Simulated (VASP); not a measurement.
# MgB2Te4 (P6/mmm) in VASP: a series of runs

Runs on MgB2Te4. Level: PBE. Tasks: single point, relaxation of cell and atoms.

Program: VASP 6.6.1. These are calculated values, not measurements. Logs are shortened: lines on timing, memory, paths and dates and some standing lists are left out, and cuts for length are marked.

### Step 1. The cell of the first run

The structure is hexagonal, space group P6/mmm (No. 191). The conventional cell has a = 5.557 Å, b = 5.557 Å, c = 6.257 Å, α = 90.00°, β = 90.00°, γ = 120.00°. Mg (site symmetry 6/mmm) has 2 B at 2.32 Å within 3.1 Å. B (site symmetry 6mm) has 1 B at 1.63 Å within 2.2 Å. Te (site symmetry -6m2) has 5 Te at 3.13 to 3.21 Å and 3 Mg at 3.21 Å and 6 B at 3.96 Å within 4.1 Å. Within 4.1 Å of Te (site symmetry -6m2) lie 5 Te at 3.13 to 3.21 Å and 6 B at 3.31 Å.

### Step 2. Single point, PBE

INCAR reads:

```
SYSTEM = MgB2Te4
PREC = Accurate ; ENCUT = 520
EDIFF = 1E-6 ; ISMEAR = 0
SIGMA = 0.1 ; LREAL = .FALSE.
LASPH = .TRUE. ; NELM = 100
ALGO = Normal ; ISIF = 2
LWAVE = .FALSE. ; LCHARG = .TRUE.
GGA = PE ; LELF = .TRUE.
LVHAR = .TRUE. ; NBANDS = 25
```

KPOINTS reads:

```
regular mesh
0
G
  9 9 6
  0 0 0
```

POSCAR reads:

```
MgB2Te4
1.0
    5.5572877338      0.0000000000      0.0000000000
   -2.7786438669      4.8127523537      0.0000000000
    0.0000000000      0.0000000000      6.2570214310
Mg B Te
1 2 4
Direct
    0.0000000000      0.0000000000      0.0000000000
    0.0000000000      0.0000000000      0.6299145819
    0.0000000000      0.0000000000      0.3700854181
    0.3333333333      0.6666666667      0.0000000000
    0.6666666667      0.3333333333      0.0000000000
    0.3333333333      0.6666666667      0.5000000000
    0.6666666667      0.3333333333      0.5000000000
```

Potentials or basis: VASP PAW PBE potentials, release 64 (Mg, B, Te).

Launch:

```
> cat potpaw_PBE.64/Mg/POTCAR potpaw_PBE.64/B/POTCAR potpaw_PBE.64/Te/POTCAR > POTCAR
> mpirun -np 1 vasp_std > vasp.out
```

OUTCAR:

```text
SYSTEM = MgB2Te4
   PREC = Accurate
   ENCUT = 520
   EDIFF = 1E-6
   ISMEAR = 0
   LREAL = .FALSE.
   LASPH = .TRUE.
   NELM = 100
   ISIF = 2
   GGA = PE

 ion  position               nearest neighbor table
   1  0.000  0.000  0.000-   2 2.32   3 2.32   4 3.21   5 3.21   5 3.21   4 3.21   5 3.21   4 3.21

   2  0.000  0.000  0.630-   3 1.63   1 2.32
   3  0.000  0.000  0.370-   2 1.63   1 2.32
   4  0.333  0.667  0.000-   6 3.13   6 3.13   1 3.21   5 3.21   5 3.21   1 3.21   1 3.21   5 3.21

   5  0.667  0.333  0.000-   7 3.13   7 3.13   4 3.21   1 3.21   4 3.21   1 3.21   1 3.21   4 3.21

   6  0.333  0.667  0.500-   4 3.13   4 3.13   7 3.21   7 3.21   7 3.21
   7  0.667  0.333  0.500-   5 3.13   5 3.13   6 3.21   6 3.21   6 3.21

  LATTYP: Found a hexagonal cell.
 ALAT       =     5.5572877338
 C/A-ratio  =     1.1259128069

  Lattice vectors:

 A1 = (   5.5572877338,   0.0000000000,   0.0000000000)
 A2 = (  -2.7786438669,   4.8127523537,   0.0000000000)
 A3 = (   0.0000000000,   0.0000000000,   6.2570214310)

Analysis of symmetry for initial positions (statically):
=====================================================================
 Subroutine PRICEL returns:
 Original cell was already a primitive cell.

 Routine SETGRP: Setting up the symmetry group for a
 hexagonal supercell.

 Subroutine GETGRP returns: Found 24 space group operations
 (whereof 24 operations were pure point group operations)
 out of a pool of 24 trial point group operations.

The static configuration has the point symmetry D_6h.

Analysis of symmetry for dynamics (positions and initial velocities):
=====================================================================
 Subroutine PRICEL returns:
 Original cell was already a primitive cell.

 Routine SETGRP: Setting up the symmetry group for a
 hexagonal supercell.

 Subroutine GETGRP returns: Found 24 space group operations
 (whereof 24 operations were pure point group operations)
 out of a pool of 24 trial point group operations.

The dynamic configuration has the point symmetry D_6h.

 Subroutine INISYM returns: Found 24 space group operations
 (whereof 24 operations are pure point group operations),
 and found     1 'primitive' translations

----------------------------------------------------------------------------------------

                                     Primitive cell

  volume of cell :     167.3494

  direct lattice vectors                    reciprocal lattice vectors
     5.557287734  0.000000000  0.000000000     0.179943895  0.103890656  0.000000000
    -2.778643867  4.812752354  0.000000000     0.000000000  0.207781312  0.000000000
     0.000000000  0.000000000  6.257021431     0.000000000  0.000000000  0.159820453

  length of vectors
     5.557287734  5.557287734  6.257021431     0.207781312  0.207781312  0.159820453

  position of ions in fractional coordinates (direct lattice)
     0.000000000  0.000000000  0.000000000
     0.000000000  0.000000000  0.629914582
     0.000000000  0.000000000  0.370085418
     0.333333333  0.666666667  0.000000000
     0.666666667  0.333333333  0.000000000
     0.333333333  0.666666667  0.500000000
     0.666666667  0.333333333  0.500000000

  ion indices of the primitive-cell ions
   primitive index   ion index
                 1           1
                 2           2
                 3           3
                 4           4
                 5           5
                 6           6
                 7           7

----------------------------------------------------------------------------------------

 KPOINTS: regular mesh

Automatic generation of k-mesh.
 Grid dimensions read from file:
 generate k-points for:    9    9    6

 Generating k-lattice:

  Cartesian coordinates                     Fractional coordinates (reciprocal lattice)
     0.019993766  0.011543406  0.000000000     0.111111111 -0.000000000  0.000000000
     0.000000000  0.023086812  0.000000000     0.000000000  0.111111111  0.000000000
     0.000000000  0.000000000  0.026636742     0.000000000  0.000000000  0.166666667

  Length of vectors
     0.023086812  0.023086812  0.026636742

  Shift w.r.t. Gamma in fractional coordinates (k-lattice)
     0.000000000  0.000000000  0.000000000

 Subroutine IBZKPT returns following result:
 ===========================================

 Found     48 irreducible k-points:

 Following reciprocal coordinates:
            Coordinates               Weight
  0.000000  0.000000  0.000000      1.000000
  0.111111 -0.000000  0.000000      6.000000
  0.222222  0.000000  0.000000      6.000000
  0.333333  0.000000  0.000000      6.000000
  0.444444  0.000000  0.000000      6.000000
  0.111111  0.111111  0.000000      6.000000
[... 16 lines left out ...]
  0.333333  0.222222  0.166667     24.000000
  0.333333  0.333333  0.166667      4.000000
 [... further k-points ...]
   k-points           NKPTS =     48   k-points in BZ     NKDIM =     48   number of bands    NBANDS=     25
   number of dos      NEDOS =    301   number of ions     NIONS =      7
   total plane-waves  NPLWV =  84672
   dimension x,y,z NGX =    42 NGY =   42 NGZ =   48
   dimension x,y,z NGXF=    84 NGYF=   84 NGZF=   96
   ions per type =               1   2   4
   NGX,Y,Z   is equivalent  to a cutoff of  12.56, 12.56, 12.75 a.u.
   NGXF,Y,Z  is equivalent  to a cutoff of  25.13, 25.13, 25.51 a.u.
 SYSTEM =  MgB2Te4
   PREC   = accura    normal or accurate (medium, high low for compatibility)
   ISTART =      0    job   : 0-new  1-cont  2-samecut
   ICHARG =      2    charge: 1-file 2-atom 10-const
   ISPIN  =      1    spin polarized calculation?
   LNONCOLLINEAR =      F non collinear calculations
   LSORBIT =      F    spin-orbit coupling
   LASPH  =      T    aspherical Exc in radial PAW
   ENCUT  =  520.0 eV  38.22 Ry    6.18 a.u.  10.33 10.33 11.63*2*pi/ulx,y,z
   NELM   =    100;   NELMIN=  2; NELMDL= -5     # of ELM steps
   EDIFF  = 0.1E-05   stopping-criterion for ELM
   LREAL  =      F    real-space projection
   EDIFFG = 0.1E-04   stopping-criterion for IOM
   NSW    =      0    number of steps for IOM
   IBRION =     -1    ionic relax: 0-MD 1-quasi-New 2-CG
   NFREE  =      0    steps in history (QN), initial steepest desc. (CG)
   ISIF   =      2    stress and relaxation
   ISYM   =      2    0-nonsym 1-usesym 2-fastsym
   POTIM  = 0.5000    time-step for ionic-motion
   TEBEG  =    0.0;   TEEND  =   0.0 temperature during run
   PSTRESS=    0.0 pullay stress
   NELECT =      32.0000    total number of electrons
   NUPDOWN=      -1.0000    fix difference up-down
   EMIN   =  10.00;   EMAX   =-10.00  energy-range for DOS
   EFERMI =   0.00;   METHOD = LEGACY
   ISMEAR =     0;   SIGMA  =   0.10  broadening in eV -4-tet -1-fermi 0-gaus
   EFERMI_NEDOS =   21; number of points for ismear=-14 and -15
   IALGO  =     38    algorithm
   IMIX   =      4    mixing-type and parameters
     AMIX     =   0.40;   BMIX     =  1.00
     AMIX_MAG =   1.60;   BMIX_MAG =  1.00
  volume/ion in A,a.u.               =      23.91       161.33
  Fermi-wavevector in a.u.,A,eV,Ry     =   0.943156  1.782306 12.102967  0.889543
  Thomas-Fermi vector in A             =   2.070836
   LORBIT       =      0    0 simple, 1 ext, 2 COOP (PROOUT), +10 PAW based schemes
   GGA     = PE    functional components
   LHFCALC =     F    Hartree Fock is set to
   AEXX    =    0.0000 exact exchange contribution
   IVDW    =     0    specifies the selected vdW correction
   LEPSILON=     F    determine dielectric tensor
   LRPA    =     F    only Hartree local field effects (RPA)
 non-spin polarized calculation
 Gauss-broadening in eV      SIGMA  =   0.10
  energy-cutoff  :      520.00
  volume of cell :      167.35
 maximum number of plane-waves:      4550
 NGX is ok and might be reduce to    42
   NGX = 21   NGY = 21   NGZ = 23

 number of electron      32.0000001 magnetization

 Free energy of the ion-electron system (eV)
  ---------------------------------------------------
  ext. energy  EPLUGINS =         0.00000000
  ---------------------------------------------------
  free energy    TOTEN  =       -22.58046976 eV

  energy without entropy =      -22.56068997  energy(sigma->0) =      -22.57057987

 E-fermi :   5.7616     XC(G=0):  -9.5651

 val. band max:        5.7512120255   @ k =   0.4444   0.0000   0.3333
 cond. band min:       5.7980806006   @ k =   0.3333   0.1111   0.3333
 fundamental gap:      0.0468685750
 Fermi energy:         5.7615882543

 k-point     1 :       0.0000    0.0000    0.0000
  band No.  band energies     occupation
      1      -7.6421      2.00000
      2      -5.6732      2.00000
      3      -4.8925      2.00000
      4      -2.8190      2.00000
      5      -1.5565      2.00000
      6      -0.3196      2.00000
[... 17 lines left out ...]
     24       9.6686      0.00000
     25       9.7937      0.00000

 k-point     2 :       0.1111   -0.0000    0.0000
  band No.  band energies     occupation
      1      -7.5870      2.00000
      2      -5.6179      2.00000
      3      -5.0049      2.00000
      4      -2.9414      2.00000
      5      -1.6457      2.00000
      6      -0.2586      2.00000
[... 17 lines left out ...]
     24       9.9596      0.00000
     25      10.1606      0.00000

 k-point     3 :       0.2222    0.0000    0.0000
  band No.  band energies     occupation
      1      -7.4266      2.00000
      2      -5.4570      2.00000
      3      -5.3008      2.00000
      4      -3.2606      2.00000
      5      -1.8754      2.00000
      6      -0.0800      2.00000
[... 552 lines left out ...]
 k-point    23 :       0.3333    0.2222    0.1667
  band No.  band energies     occupation
      1      -6.6789      2.00000
      2      -6.1093      2.00000
      3      -5.0029      2.00000
      4      -4.4207      2.00000
      5      -2.5225      2.00000
      6       0.4805      2.00000
[... 17 lines left out ...]
     24       9.9096      0.00000
     25      10.8154      0.00000

 k-point    24 :       0.3333    0.3333    0.1667
  band No.  band energies     occupation
      1      -6.4004      2.00000
      2      -6.4004      2.00000
      3      -4.7183      2.00000
      4      -4.7183      2.00000
      5      -2.6235      2.00000
      6       0.3974      2.00000
[... 17 lines left out ...]
     24       9.7696      0.00000
     25      10.4160      0.00000

 [... further k-points ...]

------------------------ aborting loop because EDIFF is reached ----------------------------------------

  FORCE on cell =-STRESS in cart. coord.  units (eV):
  Direction    XX          YY          ZZ          XY          YZ          ZX
  --------------------------------------------------------------------------------------
  -------------------------------------------------------------------------------------
  Total       -0.0658231     -0.0658231     -0.0588094      0.0000000     -0.0000000      0.0000000
  in kB       -0.6301800     -0.6301800     -0.5630322      0.0000000     -0.0000000      0.0000000
  external PRESSURE =      -0.6077974 kB  Pullay stress =       0.0000000 kB

 VOLUME and BASIS-vectors are now :
 -----------------------------------------------------------------------------
  energy-cutoff  :      520.00
  volume of cell :      167.35
      direct lattice vectors                 reciprocal lattice vectors
     5.557287734  0.000000000  0.000000000     0.179943895  0.103890656  0.000000000
    -2.778643867  4.812752354  0.000000000     0.000000000  0.207781312  0.000000000
     0.000000000  0.000000000  6.257021431     0.000000000  0.000000000  0.159820453

 POSITION                                       TOTAL-FORCE (eV/Angst)
 -----------------------------------------------------------------------------------
      0.00000      0.00000      0.00000         0.000000     -0.000000      0.000000
      0.00000      0.00000      3.94139         0.000000     -0.000000      0.020035
      0.00000      0.00000      2.31563         0.000000     -0.000000     -0.020035
     -0.00000      3.20850      0.00000        -0.000000     -0.000000     -0.000000
      2.77864      1.60425      0.00000         0.000000     -0.000000      0.000000
     -0.00000      3.20850      3.12851        -0.000000      0.000000      0.000000
      2.77864      1.60425      3.12851         0.000000     -0.000000     -0.000000
 -----------------------------------------------------------------------------------
    total drift:                               -0.000000      0.000000      0.000000

  FREE ENERGIE OF THE ION-ELECTRON SYSTEM (eV)
  ---------------------------------------------------
  free  energy   TOTEN  =       -22.5804697628 eV

  energy  without entropy=      -22.5606899695  energy(sigma->0) =      -22.57057987
```

Run time: 2.9 min. Hardware: 1 thread of Intel Xeon Platinum 8488C (Sapphire Rapids), shared host; peak memory 0.4 GiB.

Results:

```
Free energy            : -22.5805 eV
Pressure               : -0.1 GPa
Largest force          : 0.020 eV/Å
Band gap on the k mesh : zero (band 16 reaches 6.94 eV, above the bottom of band 17 at 4.61 eV)
```

Forces on the atoms (eV/Å):
```
Mg   0.000  0.000  0.000
B    0.000  0.000  0.020
B    0.000  0.000 -0.020
Te   0.000  0.000  0.000
Te   0.000  0.000  0.000
Te   0.000  0.000  0.000
Te   0.000  0.000  0.000
```

Caveat: spin-orbit coupling is left out, which moves the levels of the heavy elements.

[end of part 1 of 2]
